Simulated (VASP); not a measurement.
# ZnO (P6_3mc) in VASP: a series of runs

ZnO is run at these levels: r2SCAN; tasks: single point.

Program: VASP 6.6.1. These are calculated values, not measurements. Logs are shortened: lines on timing, memory, paths and dates and some standing lists are left out, and cuts for length are marked.

**1. The cell of the first run**

The structure is hexagonal, space group P6_3mc (No. 186). Conventional cell: a = 3.184 Å, b = 3.184 Å, c = 5.128 Å, α = 90.00°, β = 90.00°, γ = 120.00°. Within 2.6 Å of Zn (site symmetry 3m) lie 4 O at 1.94 to 1.95 Å. O (site symmetry 3m) has 4 Zn at 1.94 to 1.95 Å within 2.6 Å.

**2. Single point, r2SCAN**

POSCAR

```
ZnO
1.0
    3.1842439176      0.0000000000      0.0000000000
   -1.5921219588      2.7576361245      0.0000000000
    0.0000000000      0.0000000000      5.1276088865
Zn O
2 2
Direct
    0.6666666667      0.3333333333      0.5003397240
    0.3333333333      0.6666666667      0.0003397240
    0.6666666667      0.3333333333      0.8799702760
    0.3333333333      0.6666666667      0.3799702760
```

INCAR.step1

```
SYSTEM = ZnO
PREC = Accurate
ENCUT = 520
ISMEAR = 0
SIGMA = 0.02
LREAL = .FALSE.
LASPH = .TRUE.
NELM = 60
NBANDS = 26
GGA = PE
ALGO = Normal
EDIFF = 1E-4
LWAVE = .TRUE.
LCHARG = .FALSE.
```

INCAR.step2

```
SYSTEM = ZnO
PREC = Accurate
ENCUT = 520
EDIFF = 1E-7
ISMEAR = 0
SIGMA = 0.02
LREAL = .FALSE.
LASPH = .TRUE.
NELM = 60
ALGO = Normal
ISIF = 2
LWAVE = .FALSE.
LCHARG = .FALSE.
METAGGA = R2SCAN
LMIXTAU = .TRUE.
NBANDS = 26
ISTART = 1
```

KPOINTS

```
Automatic mesh
0
G
  12 12 6
  0 0 0
```

Potentials or basis: VASP PAW PBE potentials, release 64 (Zn, O).

Run with:

```console
> cat potpaw_PBE.64/Zn/POTCAR potpaw_PBE.64/O/POTCAR > POTCAR
> cp INCAR.step1 INCAR
> mpirun -np 1 vasp_std > vasp.out
> cp INCAR.step2 INCAR
> mpirun -np 1 vasp_std > vasp.out
```

OUTCAR:

```text
SYSTEM = ZnO
   PREC = Accurate
   ENCUT = 520
   EDIFF = 1E-7
   ISMEAR = 0
   LREAL = .FALSE.
   LASPH = .TRUE.
   NELM = 60
   ISIF = 2
   METAGGA = R2SCAN
   ISTART = 1

 ion  position               nearest neighbor table
   1  0.667  0.333  0.500-   4 1.94   4 1.94   4 1.94   3 1.95
   2  0.333  0.667  0.000-   3 1.94   3 1.94   3 1.94   4 1.95
   3  0.667  0.333  0.880-   2 1.94   2 1.94   2 1.94   1 1.95
   4  0.333  0.667  0.380-   1 1.94   1 1.94   1 1.94   2 1.95

  LATTYP: Found a hexagonal cell.
 ALAT       =     3.1842439176
 C/A-ratio  =     1.6103065654

  Lattice vectors:

 A1 = (   3.1842439176,   0.0000000000,   0.0000000000)
 A2 = (  -1.5921219588,   2.7576361245,   0.0000000000)
 A3 = (   0.0000000000,   0.0000000000,   5.1276088865)

Analysis of symmetry for initial positions (statically):
=====================================================================
 Subroutine PRICEL returns:
 Original cell was already a primitive cell.

 Routine SETGRP: Setting up the symmetry group for a
 hexagonal supercell.

 Subroutine GETGRP returns: Found 12 space group operations
 (whereof  6 operations were pure point group operations)
 out of a pool of 24 trial point group operations.

The static configuration has the point symmetry C_3v.
 The point group associated with its full space group is C_6v.

Analysis of symmetry for dynamics (positions and initial velocities):
=====================================================================
 Subroutine PRICEL returns:
 Original cell was already a primitive cell.

 Routine SETGRP: Setting up the symmetry group for a
 hexagonal supercell.

 Subroutine GETGRP returns: Found 12 space group operations
 (whereof  6 operations were pure point group operations)
 out of a pool of 24 trial point group operations.

The dynamic configuration has the point symmetry C_3v.
 The point group associated with its full space group is C_6v.

 Subroutine INISYM returns: Found 12 space group operations
 (whereof  6 operations are pure point group operations),
 and found     1 'primitive' translations

----------------------------------------------------------------------------------------

                                     Primitive cell

  volume of cell :      45.0255

  direct lattice vectors                    reciprocal lattice vectors
     3.184243918  0.000000000  0.000000000     0.314046294  0.181314712  0.000000000
    -1.592121959  2.757636124  0.000000000     0.000000000  0.362629424  0.000000000
     0.000000000  0.000000000  5.127608887     0.000000000  0.000000000  0.195022675

  length of vectors
     3.184243918  3.184243918  5.127608887     0.362629424  0.362629424  0.195022675

  position of ions in fractional coordinates (direct lattice)
     0.666666667  0.333333333  0.500339724
     0.333333333  0.666666667  0.000339724
     0.666666667  0.333333333  0.879970276
     0.333333333  0.666666667  0.379970276

  ion indices of the primitive-cell ions
   primitive index   ion index
                 1           1
                 2           2
                 3           3
                 4           4

----------------------------------------------------------------------------------------

 KPOINTS: Automatic mesh

Automatic generation of k-mesh.
 Grid dimensions read from file:
 generate k-points for:   12   12    6

 Generating k-lattice:

  Cartesian coordinates                     Fractional coordinates (reciprocal lattice)
     0.026170524  0.015109559  0.000000000     0.083333333 -0.000000000  0.000000000
     0.000000000  0.030219119  0.000000000     0.000000000  0.083333333  0.000000000
     0.000000000  0.000000000  0.032503779     0.000000000  0.000000000  0.166666667

  Length of vectors
     0.030219119  0.030219119  0.032503779

  Shift w.r.t. Gamma in fractional coordinates (k-lattice)
     0.000000000  0.000000000  0.000000000

 Subroutine IBZKPT returns following result:
 ===========================================

 Found     76 irreducible k-points:

 Following reciprocal coordinates:
            Coordinates               Weight
  0.000000  0.000000  0.000000      1.000000
  0.083333  0.000000  0.000000      6.000000
  0.166667 -0.000000  0.000000      6.000000
  0.250000 -0.000000  0.000000      6.000000
  0.333333 -0.000000  0.000000      6.000000
  0.416667 -0.000000  0.000000      6.000000
[... 16 lines left out ...]
  0.250000 -0.000000  0.166667     12.000000
  0.333333 -0.000000  0.166667     12.000000
 [... further k-points ...]
   k-points           NKPTS =     76   k-points in BZ     NKDIM =     76   number of bands    NBANDS=     26
   number of dos      NEDOS =    301   number of ions     NIONS =      4
   total plane-waves  NPLWV =  23040
   dimension x,y,z NGX =    24 NGY =   24 NGZ =   40
   dimension x,y,z NGXF=    48 NGYF=   48 NGZF=   80
   ions per type =               2   2
   NGX,Y,Z   is equivalent  to a cutoff of  12.53, 12.53, 12.97 a.u.
   NGXF,Y,Z  is equivalent  to a cutoff of  25.06, 25.06, 25.94 a.u.
 SYSTEM =  ZnO
   PREC   = accura    normal or accurate (medium, high low for compatibility)
   ISTART =      1    job   : 0-new  1-cont  2-samecut
   ICHARG =      0    charge: 1-file 2-atom 10-const
   ISPIN  =      1    spin polarized calculation?
   LNONCOLLINEAR =      F non collinear calculations
   LSORBIT =      F    spin-orbit coupling
   LASPH  =      T    aspherical Exc in radial PAW
   ENCUT  =  520.0 eV  38.22 Ry    6.18 a.u.   5.92  5.92  9.53*2*pi/ulx,y,z
   NELM   =     60;   NELMIN=  2; NELMDL=  0     # of ELM steps
   EDIFF  = 0.1E-06   stopping-criterion for ELM
   LREAL  =      F    real-space projection
   EDIFFG = 0.1E-05   stopping-criterion for IOM
   NSW    =      0    number of steps for IOM
   IBRION =     -1    ionic relax: 0-MD 1-quasi-New 2-CG
   NFREE  =      0    steps in history (QN), initial steepest desc. (CG)
   ISIF   =      2    stress and relaxation
   ISYM   =      2    0-nonsym 1-usesym 2-fastsym
   POTIM  = 0.5000    time-step for ionic-motion
   TEBEG  =    0.0;   TEEND  =   0.0 temperature during run
   PSTRESS=    0.0 pullay stress
   NELECT =      36.0000    total number of electrons
   NUPDOWN=      -1.0000    fix difference up-down
   EMIN   =  10.00;   EMAX   =-10.00  energy-range for DOS
   EFERMI =   0.00;   METHOD = LEGACY
   ISMEAR =     0;   SIGMA  =   0.02  broadening in eV -4-tet -1-fermi 0-gaus
   EFERMI_NEDOS =   21; number of points for ismear=-14 and -15
   IALGO  =     38    algorithm
   IMIX   =      4    mixing-type and parameters
     AMIX     =   0.40;   BMIX     =  1.00
     AMIX_MAG =   1.60;   BMIX_MAG =  1.00
  volume/ion in A,a.u.               =      11.26        75.96
  Fermi-wavevector in a.u.,A,eV,Ry     =   1.519461  2.871365 31.412617  2.308762
  Thomas-Fermi vector in A             =   2.628444
   LORBIT       =      0    0 simple, 1 ext, 2 COOP (PROOUT), +10 PAW based schemes
   METAGGA = R2SCAN    functional components
   LHFCALC =     F    Hartree Fock is set to
   AEXX    =    0.0000 exact exchange contribution
   IVDW    =     0    specifies the selected vdW correction
   LEPSILON=     F    determine dielectric tensor
   LRPA    =     F    only Hartree local field effects (RPA)
 non-spin polarized calculation
 Gauss-broadening in eV      SIGMA  =   0.02
  energy-cutoff  :      520.00
  volume of cell :       45.03
 maximum number of plane-waves:      1230
 NGX is ok and might be reduce to    24
   NGX = 11   NGY = 11   NGZ = 19

 number of electron      35.9999983 magnetization

 Free energy of the ion-electron system (eV)
  ---------------------------------------------------
  ext. energy  EPLUGINS =         0.00000000
  ---------------------------------------------------
  free energy    TOTEN  =       -36.24810960 eV

  energy without entropy =      -36.24810960  energy(sigma->0) =      -36.24810960

 E-fermi :   1.5632     XC(G=0): -11.9899

 val. band max:        1.3780227189   @ k =   0.0000   0.0000   0.0000
 cond. band min:       2.6866475810   @ k =   0.0000   0.0000   0.0000
 fundamental gap:      1.3086248621
 Fermi energy:         1.5631834024

 k-point     1 :       0.0000    0.0000    0.0000
  band No.  band energies     occupation
      1     -18.1848      2.00000
      2     -17.4138      2.00000
      3      -4.7805      2.00000
      4      -4.7435      2.00000
      5      -4.7435      2.00000
      6      -4.6788      2.00000
[... 18 lines left out ...]
     25      16.8301      0.00000
     26      16.8303      0.00000

 k-point     2 :       0.0833    0.0000    0.0000
  band No.  band energies     occupation
      1     -18.1436      2.00000
      2     -17.3954      2.00000
      3      -4.7994      2.00000
      4      -4.7180      2.00000
      5      -4.7160      2.00000
      6      -4.6505      2.00000
[... 18 lines left out ...]
     25      16.7698      0.00000
     26      16.9430      0.00000

 k-point     3 :       0.1667   -0.0000    0.0000
  band No.  band energies     occupation
      1     -18.0281      2.00000
      2     -17.3465      2.00000
      3      -4.9187      2.00000
      4      -4.6503      2.00000
      5      -4.6260      2.00000
      6      -4.5774      2.00000
[... 18 lines left out ...]
     25      16.5903      0.00000
     26      17.0389      0.00000

 k-point     4 :       0.2500   -0.0000    0.0000
  band No.  band energies     occupation
      1     -17.8608      2.00000
      2     -17.2848      2.00000
      3      -5.0404      2.00000
      4      -4.6582      2.00000
      5      -4.5654      2.00000
      6      -4.4474      2.00000
[... 18 lines left out ...]
     25      15.9383      0.00000
     26      16.8308      0.00000
[... 496 lines left out ...]
      1     -17.9840      2.00000
      2     -17.3935      2.00000
      3      -4.9540      2.00000
      4      -4.7812      2.00000
      5      -4.6387      2.00000
      6      -4.5866      2.00000
[... 18 lines left out ...]
     25      15.7113      0.00000
     26      16.7748      0.00000

 k-point    23 :       0.2500   -0.0000    0.1667
  band No.  band energies     occupation
      1     -17.8226      2.00000
      2     -17.3234      2.00000
      3      -5.0739      2.00000
      4      -4.7873      2.00000
      5      -4.5492      2.00000
      6      -4.4670      2.00000
[... 18 lines left out ...]
     25      15.9309      0.00000
     26      16.6875      0.00000

 k-point    24 :       0.3333   -0.0000    0.1667
  band No.  band energies     occupation
      1     -17.6459      2.00000
      2     -17.2625      2.00000
      3      -5.1369      2.00000
      4      -4.8286      2.00000
      5      -4.4710      2.00000
      6      -4.3240      2.00000
[... 18 lines left out ...]
     25      15.9439      0.00000
     26      16.6968      0.00000

 [... further k-points ...]
[... 5 lines left out ...]
  --------------------------------------------------------------------------------------
  -------------------------------------------------------------------------------------
  Total        2.5978010      2.5978010      2.6504251      0.0000000      0.0000000      0.0000000
  in kB       92.4396483     92.4396483     94.3122142      0.0000000      0.0000000      0.0000000
  external PRESSURE =      93.0638369 kB  Pullay stress =       0.0000000 kB

 VOLUME and BASIS-vectors are now :
 -----------------------------------------------------------------------------
  energy-cutoff  :      520.00
  volume of cell :       45.03
      direct lattice vectors                 reciprocal lattice vectors
     3.184243918  0.000000000  0.000000000     0.314046294  0.181314712  0.000000000
    -1.592121959  2.757636124  0.000000000     0.000000000  0.362629424  0.000000000
     0.000000000  0.000000000  5.127608887     0.000000000  0.000000000  0.195022675

 POSITION                                       TOTAL-FORCE (eV/Angst)
 -----------------------------------------------------------------------------------
      1.59212      0.91921      2.56555        -0.000000     -0.000000     -0.002359
     -0.00000      1.83842      0.00174         0.000000      0.000000     -0.002359
      1.59212      0.91921      4.51214        -0.000000      0.000000      0.002359
     -0.00000      1.83842      1.94834        -0.000000      0.000000      0.002359
 -----------------------------------------------------------------------------------
    total drift:                                0.000001      0.000002     -0.037282

  FREE ENERGIE OF THE ION-ELECTRON SYSTEM (eV)
  ---------------------------------------------------
  free  energy   TOTEN  =       -36.2481095983 eV

  energy  without entropy=      -36.2481095983  energy(sigma->0) =      -36.24810960
```

Wall time 2.9 min (1 thread of Intel Xeon Platinum 8259CL at 2.50GHz (Skylake/Cascade Lake), shared host); peak memory 0.21 GiB.

Results:

- Free energy: -36.2481 eV
- Pressure: 9.3 GPa
- Band gap on the k mesh: 1.31 eV, direct

Forces in eV/Å, atoms in the order of the input:
```
Zn   0.000  0.000 -0.002
Zn   0.000  0.000 -0.002
O    0.000  0.000  0.002
O    0.000  0.000  0.002
```

Stress tensor (GPa, compression positive):
```
9.24 0.00 0.00
0.00 9.24 0.00
0.00 0.00 9.43
```

Caveat: the PAW data sets were made with another functional, which shifts forces and pressure a little. r2SCAN opens gaps a little over a GGA but as a rule still falls short of measured ones.

(Continued in part 2 of 2.)
